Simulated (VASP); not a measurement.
Crystal: InSe.

```
CELL_PARAMETERS angstrom
5.82639 -2.05465 0.00000
5.82639 2.05465 0.00000
-1.72323 0.00000 4.77135
ATOMIC_POSITIONS crystal
In 0.88820 0.88820 0.04684
In 0.11180 0.11180 0.95316
Se 0.66093 0.66093 0.66896
Se 0.33907 0.33907 0.33104
```

| Property | Result |
| --- | --- |
| Program | VASP 6.6.1 |
| Task | relaxation of cell and atoms |
| Functional | revPBE |
| Dispersion | D3(BJ) |
| Potentials or basis | VASP PAW PBE potentials, release 64 (In_d, Se) |
| Cutoff | 600 eV |
| k mesh | 7 × 7 × 6 |
| Occupations | fermi-dirac, width 0.05 eV |
| Spin | no spin polarisation |

At the start: pressure -0.7 GPa; volume 28.56 Å³/atom.

Problem. How do energy, volume and symmetry change on relaxing?

Solution. Over 30 steps the energy falls by 32.7 meV/atom and the volume is 25.14 Å³/atom (-12.0 %); space group C2/m (No. 12, to 0.1 Å) before and after.

The path:
```csv
step,energy change (eV),largest force (eV/Å),pressure (GPa),volume (Å³)
1,0.0000,0.3268,-0.65,114.24
2,-0.0169,0.3048,-0.25,112.33
3,-0.0282,0.2664,0.53,109.18
4,-0.0381,0.2247,0.44,108.70
5,-0.0625,0.1867,0.20,107.24
6,-0.0853,0.1375,-0.10,104.30
7,-0.0951,0.0811,0.09,103.80
8,-0.0990,0.2060,0.33,103.25
9,-0.1065,0.1446,0.04,103.41
10,-0.1123,0.0982,-0.49,103.70
11,-0.1153,0.1084,-0.06,102.73
12,-0.1155,0.1140,0.09,102.39
13,-0.1171,0.0996,0.10,102.25
14,-0.1207,0.0813,0.12,101.83
15,-0.1212,0.1848,0.21,100.98
16,-0.1221,0.1263,0.17,101.36
17,-0.1235,0.0763,-0.09,101.55
18,-0.1235,0.1223,-0.39,101.77
19,-0.1237,0.0986,-0.25,101.67
20,-0.1253,0.0883,-0.15,101.36
21,-0.1273,0.0677,0.06,100.75
22,-0.1268,0.1494,0.49,99.52
23,-0.1278,0.1001,0.24,100.23
24,-0.1293,0.0572,0.14,100.30
25,-0.1296,0.0329,0.06,100.35
26,-0.1301,0.0244,-0.02,100.50
27,-0.1304,0.0292,-0.16,100.78
28,-0.1308,0.0118,0.01,100.55
29,-0.1308,0.0106,0.03,100.53
30,-0.1308,0.0094,0.01,100.56
```

Final structure:
```xyz
4
Lattice="5.9737 -2.0664 0.1424 5.9737 2.0664 0.1424 -1.6595 0.0000 4.0337" Properties=species:S:1:pos:R:3 pbc="T T T"
In   10.5493    0.0000    0.2732
In   -0.2614    0.0000    4.0452
Se    6.7325    0.0000    2.7118
Se    3.5555    0.0000    1.6066
```

Caveat: the PAW data sets were made with another functional, which shifts forces and pressure a little.
